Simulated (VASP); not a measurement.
Wanted: the native input for a VASP 6.6.1 run.

```yaml
Task: single point
Functional: PBEsol
Potentials_or_basis: VASP PAW PBE potentials, release 64 (Ti_sv, Co)
Cutoff: 520 eV
k_mesh: 10 × 10 × 10
Occupations: fermi-dirac, width 0.05 eV
Spin: collinear spin, zero start
Starting_moments: "[0.0, 0.0, 0.0, 0.0] μB"
Fixed_moment: 0 μB
Dipole_correction: no
Further_INCAR_settings: ALGO = Normal; EDIFF = 1e-06; NBANDS = 32
```

The structure of TiCo3 lies in POSCAR:

```
TiCo3
1.0
    3.5710000000      0.0000000000      0.0000000000
    0.0000000000      3.5710000000      0.0000000000
    0.0000000000      0.0000000000      3.5710000000
Ti Co
1 3
Direct
    0.0000000000      0.0000000000      0.0000000000
    0.0000000000      0.5000000000      0.5000000000
    0.5000000000      0.0000000000      0.5000000000
    0.5000000000      0.5000000000      0.0000000000
```

The input as run:

INCAR

```
SYSTEM = TiCo3
  PREC = Accurate
  ENCUT = 520
  EDIFF = 1E-6
  ISMEAR = -1
  SIGMA = 0.05
  LREAL = .FALSE.
  LASPH = .TRUE.
  NELM = 150
  ALGO = Normal
  ISIF = 2
  LWAVE = .FALSE.
  LCHARG = .FALSE.
  ISPIN = 2
  MAGMOM = 0 0 0 0
  LORBIT = 11
  NUPDOWN = 0.0
  LMAXMIX = 4
  GGA = PS
  NBANDS = 32
```

KPOINTS

```
regular mesh
0
G
  10 10 10
  0 0 0
```

Potentials or basis: VASP PAW PBE potentials, release 64 (Ti_sv, Co).

The run is started by

```sh
$ cat potpaw_PBE.64/Ti_sv/POTCAR potpaw_PBE.64/Co/POTCAR > POTCAR
$ mpirun -np 1 vasp_std > vasp.out
```

It gave:

```yaml
Pressure: -8.7 GPa
Net_moment: 0.00 μB per cell
Valence_electrons_inside_the_program's_atomic_spheres: Ti 10.42; Co 8.36
```

Caveat: the PAW data sets were made with another functional, which shifts forces and pressure a little; the total moment is fixed, so each spin has its own Fermi level.

Wall time 120 s on 1 thread of AMD EPYC 7R13, with other jobs on the host, peak memory 0.26 GiB.
